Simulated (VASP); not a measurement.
# WC (Fm-3m) in VASP: further runs, part 2 of 2

VASP 6.6.1. The steps go on from the part before.

### Step 3. Single point, r2SCAN

This run uses another cell than the first one, of 9.70 Å³/atom.

POSCAR

```
WC
1.0
    0.0000000000      2.1325799578      2.1325799578
    2.1325799578      0.0000000000      2.1325799578
    2.1325799578      2.1325799578      0.0000000000
W C
1 1
Direct
    0.0000000000      0.0000000000      0.0000000000
    0.5000000000      0.5000000000      0.5000000000
```

INCAR.step1

```
SYSTEM = WC
PREC     = Accurate       ! precision mode
ENCUT    = 520            ! plane-wave cutoff, eV
ISMEAR   = 0              ! smearing method
SIGMA    = 0.05           ! smearing width, eV
LREAL    = .FALSE.        ! projectors in reciprocal space
LASPH    = .TRUE.         ! aspherical terms in the spheres
NELM     = 80             ! most SCF steps
NBANDS   = 16             ! bands
GGA      = PE             ! functional
ALGO     = Normal         ! electronic algorithm
EDIFF    = 1E-4           ! SCF threshold, eV
LWAVE    = .TRUE.         ! write WAVECAR
LCHARG   = .FALSE.        ! write CHGCAR
```

INCAR.step2

```
SYSTEM = WC
PREC     = Accurate       ! precision mode
ENCUT    = 520            ! plane-wave cutoff, eV
EDIFF    = 1E-6           ! SCF threshold, eV
ISMEAR   = 0              ! smearing method
SIGMA    = 0.05           ! smearing width, eV
LREAL    = .FALSE.        ! projectors in reciprocal space
LASPH    = .TRUE.         ! aspherical terms in the spheres
NELM     = 80             ! most SCF steps
ALGO     = Normal         ! electronic algorithm
ISIF     = 2              ! what is computed and relaxed
LWAVE    = .FALSE.        ! write WAVECAR
LCHARG   = .FALSE.        ! write CHGCAR
METAGGA  = R2SCAN         ! meta-GGA
LMIXTAU  = .TRUE.       
NBANDS   = 16             ! bands
ISTART   = 1
```

KPOINTS

```
regular mesh
0
G
  11 11 11
  0 0 0
```

Potentials or basis: VASP PAW PBE potentials, release 64 (W_sv, C).

Run with:

```
> cat potpaw_PBE.64/W_sv/POTCAR potpaw_PBE.64/C/POTCAR > POTCAR
> cp INCAR.step1 INCAR
> mpirun -np 1 vasp_std > vasp.out
> cp INCAR.step2 INCAR
> mpirun -np 1 vasp_std > vasp.out
```

OUTCAR:

```text
SYSTEM = WC
   PREC = Accurate
   ENCUT = 520
   EDIFF = 1E-6
   ISMEAR = 0
   LREAL = .FALSE.
   LASPH = .TRUE.
   NELM = 80
   ISIF = 2
   METAGGA = R2SCAN
   ISTART = 1

 ion  position               nearest neighbor table
   1  0.000  0.000  0.000-   2 2.13   2 2.13   2 2.13   2 2.13   2 2.13   2 2.13
   2  0.500  0.500  0.500-   1 2.13   1 2.13   1 2.13   1 2.13   1 2.13   1 2.13

  LATTYP: Found a face centered cubic cell.
 ALAT       =     4.2651599156

  Lattice vectors:

 A1 = (   0.0000000000,   2.1325799578,   2.1325799578)
 A2 = (   2.1325799578,   0.0000000000,   2.1325799578)
 A3 = (   2.1325799578,   2.1325799578,   0.0000000000)

Analysis of symmetry for initial positions (statically):
=====================================================================
 Subroutine PRICEL returns:
 Original cell was already a primitive cell.

 Routine SETGRP: Setting up the symmetry group for a
 face centered cubic supercell.

 Subroutine GETGRP returns: Found 48 space group operations
 (whereof 48 operations were pure point group operations)
 out of a pool of 48 trial point group operations.

The static configuration has the point symmetry O_h .

Analysis of symmetry for dynamics (positions and initial velocities):
=====================================================================
 Subroutine PRICEL returns:
 Original cell was already a primitive cell.

 Routine SETGRP: Setting up the symmetry group for a
 face centered cubic supercell.

 Subroutine GETGRP returns: Found 48 space group operations
 (whereof 48 operations were pure point group operations)
 out of a pool of 48 trial point group operations.

The dynamic configuration has the point symmetry O_h .

 Subroutine INISYM returns: Found 48 space group operations
 (whereof 48 operations are pure point group operations),
 and found     1 'primitive' translations

----------------------------------------------------------------------------------------

                                     Primitive cell

  volume of cell :      19.3975

  direct lattice vectors                    reciprocal lattice vectors
     0.000000000  2.132579958  2.132579958    -0.234457798  0.234457798  0.234457798
     2.132579958  0.000000000  2.132579958     0.234457798 -0.234457798  0.234457798
     2.132579958  2.132579958  0.000000000     0.234457798  0.234457798 -0.234457798

  length of vectors
     3.015923499  3.015923499  3.015923499     0.406092818  0.406092818  0.406092818

  position of ions in fractional coordinates (direct lattice)
     0.000000000  0.000000000  0.000000000
     0.500000000  0.500000000  0.500000000

  ion indices of the primitive-cell ions
   primitive index   ion index
                 1           1
                 2           2

----------------------------------------------------------------------------------------

 KPOINTS: regular mesh

Automatic generation of k-mesh.
 Grid dimensions read from file:
 generate k-points for:   11   11   11

 Generating k-lattice:

  Cartesian coordinates                     Fractional coordinates (reciprocal lattice)
    -0.021314345  0.021314345  0.021314345     0.090909091  0.000000000  0.000000000
     0.021314345 -0.021314345  0.021314345     0.000000000  0.090909091  0.000000000
     0.021314345  0.021314345 -0.021314345     0.000000000  0.000000000  0.090909091

  Length of vectors
     0.036917529  0.036917529  0.036917529

  Shift w.r.t. Gamma in fractional coordinates (k-lattice)
     0.000000000  0.000000000  0.000000000

 Subroutine IBZKPT returns following result:
 ===========================================

 Found     56 irreducible k-points:

 Following reciprocal coordinates:
            Coordinates               Weight
  0.000000  0.000000  0.000000      1.000000
  0.090909  0.000000  0.000000      8.000000
  0.181818  0.000000  0.000000      8.000000
  0.272727  0.000000  0.000000      8.000000
  0.363636  0.000000  0.000000      8.000000
  0.454545  0.000000  0.000000      8.000000
[... 16 lines left out ...]
 -0.272727  0.181818  0.000000     24.000000
 -0.181818  0.181818  0.000000     12.000000
 [... further k-points ...]
   k-points           NKPTS =     56   k-points in BZ     NKDIM =     56   number of bands    NBANDS=     16
   number of dos      NEDOS =    301   number of ions     NIONS =      2
   total plane-waves  NPLWV =  13824
   dimension x,y,z NGX =    24 NGY =   24 NGZ =   24
   dimension x,y,z NGXF=    48 NGYF=   48 NGZF=   48
   ions per type =               1   1
   NGX,Y,Z   is equivalent  to a cutoff of  13.23, 13.23, 13.23 a.u.
   NGXF,Y,Z  is equivalent  to a cutoff of  26.46, 26.46, 26.46 a.u.
 SYSTEM =  WC
   PREC   = accura    normal or accurate (medium, high low for compatibility)
   ISTART =      1    job   : 0-new  1-cont  2-samecut
   ICHARG =      0    charge: 1-file 2-atom 10-const
   ISPIN  =      1    spin polarized calculation?
   LNONCOLLINEAR =      F non collinear calculations
   LSORBIT =      F    spin-orbit coupling
   LASPH  =      T    aspherical Exc in radial PAW
   ENCUT  =  520.0 eV  38.22 Ry    6.18 a.u.   5.61  5.61  5.61*2*pi/ulx,y,z
   NELM   =     80;   NELMIN=  2; NELMDL=  0     # of ELM steps
   EDIFF  = 0.1E-05   stopping-criterion for ELM
   LREAL  =      F    real-space projection
   EDIFFG = 0.1E-04   stopping-criterion for IOM
   NSW    =      0    number of steps for IOM
   IBRION =     -1    ionic relax: 0-MD 1-quasi-New 2-CG
   NFREE  =      0    steps in history (QN), initial steepest desc. (CG)
   ISIF   =      2    stress and relaxation
   ISYM   =      2    0-nonsym 1-usesym 2-fastsym
   POTIM  = 0.5000    time-step for ionic-motion
   TEBEG  =    0.0;   TEEND  =   0.0 temperature during run
   PSTRESS=    0.0 pullay stress
   NELECT =      18.0000    total number of electrons
   NUPDOWN=      -1.0000    fix difference up-down
   EMIN   =  10.00;   EMAX   =-10.00  energy-range for DOS
   EFERMI =   0.00;   METHOD = LEGACY
   ISMEAR =     0;   SIGMA  =   0.05  broadening in eV -4-tet -1-fermi 0-gaus
   EFERMI_NEDOS =   21; number of points for ismear=-14 and -15
   IALGO  =     38    algorithm
   IMIX   =      4    mixing-type and parameters
     AMIX     =   0.40;   BMIX     =  1.00
     AMIX_MAG =   1.60;   BMIX_MAG =  1.00
  volume/ion in A,a.u.               =       9.70        65.45
  Fermi-wavevector in a.u.,A,eV,Ry     =   1.596799  3.017513 34.691701  2.549768
  Thomas-Fermi vector in A             =   2.694505
   LORBIT       =      0    0 simple, 1 ext, 2 COOP (PROOUT), +10 PAW based schemes
   METAGGA = R2SCAN    functional components
   LHFCALC =     F    Hartree Fock is set to
   AEXX    =    0.0000 exact exchange contribution
   IVDW    =     0    specifies the selected vdW correction
   LEPSILON=     F    determine dielectric tensor
   LRPA    =     F    only Hartree local field effects (RPA)
 non-spin polarized calculation
 Gauss-broadening in eV      SIGMA  =   0.05
  energy-cutoff  :      520.00
  volume of cell :       19.40
 maximum number of plane-waves:       534
   NGX = 11   NGY = 11   NGZ = 11

 number of electron      18.0000000 magnetization

 Free energy of the ion-electron system (eV)
  ---------------------------------------------------
  ext. energy  EPLUGINS =         0.00000000
  ---------------------------------------------------
  free energy    TOTEN  =       -60.46799236 eV

  energy without entropy =      -60.46685795  energy(sigma->0) =      -60.46742515

 E-fermi :  13.7368     XC(G=0): -15.4003

 val. band max:       13.7227165127   @ k =   0.2727   0.2727   0.0000
 cond. band min:      13.7805863027   @ k =   0.4545   0.0909   0.0000
 fundamental gap:      0.0578697900
 Fermi energy:        13.7368377684

 k-point     1 :       0.0000    0.0000    0.0000
  band No.  band energies     occupation
      1     -63.6923      2.00000
      2     -27.0109      2.00000
      3     -27.0109      2.00000
      4     -27.0109      2.00000
      5      -3.7522      2.00000
      6      10.5384      2.00000
[... 8 lines left out ...]
     15      24.1769      0.00000
     16      39.1634      0.00000
[... 419 lines left out ...]
 k-point    24 :      -0.1818    0.1818    0.0000
  band No.  band energies     occupation
      1     -63.6506      2.00000
      2     -27.4833      2.00000
      3     -27.2020      2.00000
      4     -27.0488      2.00000
      5      -1.3191      2.00000
      6       5.9131      2.00000
[... 8 lines left out ...]
     15      27.8205      0.00000
     16      29.2412      0.00000

 [... further k-points ...]

------------------------ aborting loop because EDIFF is reached ----------------------------------------

  FORCE on cell =-STRESS in cart. coord.  units (eV):
  Direction    XX          YY          ZZ          XY          YZ          ZX
  --------------------------------------------------------------------------------------
  -------------------------------------------------------------------------------------
  Total        3.9950501      3.9950501      3.9950501      0.0000000      0.0000000      0.0000000
  in kB      329.9794162    329.9794162    329.9794162      0.0000000      0.0000000      0.0000000
  external PRESSURE =     329.9794162 kB  Pullay stress =       0.0000000 kB

 VOLUME and BASIS-vectors are now :
 -----------------------------------------------------------------------------
  energy-cutoff  :      520.00
  volume of cell :       19.40
      direct lattice vectors                 reciprocal lattice vectors
     0.000000000  2.132579958  2.132579958    -0.234457798  0.234457798  0.234457798
     2.132579958  0.000000000  2.132579958     0.234457798 -0.234457798  0.234457798
     2.132579958  2.132579958  0.000000000     0.234457798  0.234457798 -0.234457798

 POSITION                                       TOTAL-FORCE (eV/Angst)
 -----------------------------------------------------------------------------------
      0.00000      0.00000      0.00000        -0.000000      0.000000     -0.000000
      2.13258      2.13258      2.13258         0.000000     -0.000000      0.000000
 -----------------------------------------------------------------------------------
    total drift:                                0.000000     -0.000000     -0.000000

  FREE ENERGIE OF THE ION-ELECTRON SYSTEM (eV)
  ---------------------------------------------------
  free  energy   TOTEN  =       -60.4679923617 eV

  energy  without entropy=      -60.4668579472  energy(sigma->0) =      -60.46742515
```

Run time: 24 s. Hardware: 1 thread of Intel Xeon 6975P-C (Granite Rapids), shared host; peak memory 0.15 GiB.

What came out:

* Free energy: -60.4680 eV
* Pressure: 33.0 GPa
* Band gap on the k mesh: zero (bands 9 and 10 overlap by 3.64 eV)

Caveat: the cell stands under pressure; the PAW data sets were made with another functional, which shifts forces and pressure a little; spin-orbit coupling is left out, which moves the levels of the heavy elements.
